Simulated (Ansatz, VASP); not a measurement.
Al32Cu in VASP and in Ansatz

```
CELL_PARAMETERS angstrom
8.10000 0.00000 0.00000
0.00000 8.10000 0.00000
0.00000 0.00000 8.10000
ATOMIC_POSITIONS crystal
Al 0.46154 0.99970 0.00013
Al 0.75039 0.28866 0.00012
Al 0.75042 0.99969 0.28915
Al 0.03960 0.99969 0.00012
Al 0.25047 0.25957 0.00015
Al 0.49055 0.49969 0.00014
Al 0.75043 0.71060 0.00013
Al 0.25045 0.99964 0.26001
Al 0.49648 0.25365 0.25412
Al 0.75049 0.49968 0.26001
Al 0.49056 0.99964 0.50012
Al 0.75048 0.25957 0.50012
Al 0.75039 0.99971 0.71112
Al 0.01030 0.49967 0.00015
Al 0.25046 0.73981 0.00015
Al 0.00436 0.25355 0.25402
Al 0.25040 0.49970 0.25338
Al 0.49654 0.74574 0.25406
Al 0.01029 0.99964 0.50013
Al 0.25039 0.25291 0.50012
Al 0.49721 0.49972 0.50012
Al 0.75049 0.73982 0.50013
Al 0.25046 0.99964 0.74024
Al 0.49646 0.25367 0.74612
Al 0.75049 0.49968 0.74024
Al 0.00432 0.74582 0.25397
Al 0.00368 0.49971 0.50012
Al 0.25040 0.74643 0.50012
Al 0.00437 0.25357 0.74623
Al 0.25039 0.49971 0.74689
Al 0.49653 0.74572 0.74619
Al 0.00432 0.74581 0.74629
Cu 0.75061 0.99961 0.00014
```

Alike in both runs: functional PBEsol; k mesh 2 × 2 × 2; occupations fermi-dirac, width 0.05 eV; no spin polarisation.

Ansatz relaxed the structure, and its values are those at the end. VASP's run is a single point on that final structure, the one shown.

```csv
,VASP,Ansatz
version,VASP 6.6.1,Ansatz 0.2.0
potentials or method,"VASP PAW PBE potentials, release 64 (Al, Cu), cutoff 520 eV","scalar-relativistic, plane waves, PAW"
valence electrons in the cell,107,115
```

|  | VASP | Ansatz | Ansatz less VASP |
| --- | --- | --- | --- |
| rms of the force components (eV/Å) | 0.007 | 0.006 | -0.0005 |

VASP's potentials were made for PBE, not for PBEsol, and Ansatz warns of the same on its side. VASP's potentials hold 107 valence electrons a cell and Ansatz's 115, so a difference there can come from the potentials and not from the codes.

The k mesh is coarse, so the values compare programs but aren't converged.
